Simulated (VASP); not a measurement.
Au, 1 atom in the cell. The structure is hexagonal, space group P6/mmm (No. 191). Conventional cell: a = 2.664 Å, b = 2.664 Å, c = 2.616 Å, α = 90.00°, β = 90.00°, γ = 120.00°. Au (site symmetry 6/mmm) has 8 Au at 2.62 to 2.66 Å within 3.5 Å. 

| Quantity | Value |
| --- | --- |
| Program | VASP 6.6.1 |
| Task | single point |
| Functional | LDA |
| Potentials or basis | VASP PAW LDA potentials, release 64 (Au_sv_GW) |
| Cutoff | 500 eV |
| k mesh | 16 × 16 × 15 |
| Occupations | fermi-dirac, width 0.1 eV |
| Spin | no spin polarisation |
| Dipole correction | no |
| Second run | valence_matched |
| Further INCAR settings | ALGO = Normal; EDIFF = 1e-06; NBANDS = 16 |

Potentials or basis: VASP PAW LDA potentials, release 64 (Au_sv_GW).

Run with:

```bash
$ cat potpaw_LDA.64/Au_sv_GW/POTCAR > POTCAR
$ mpirun -np 1 vasp_std > vasp.out
```

Hardware: 1 thread of AMD EPYC 9R45 96-Core Processor (Zen 5), on a shared host.

Q: How long does it take, and how much memory?

A: It took 28 s on 1 thread of AMD EPYC 9R45 96-Core Processor (Zen 5) (shared host), peak memory 0.14 GiB. Counts: scf iterations 11, k points 240.
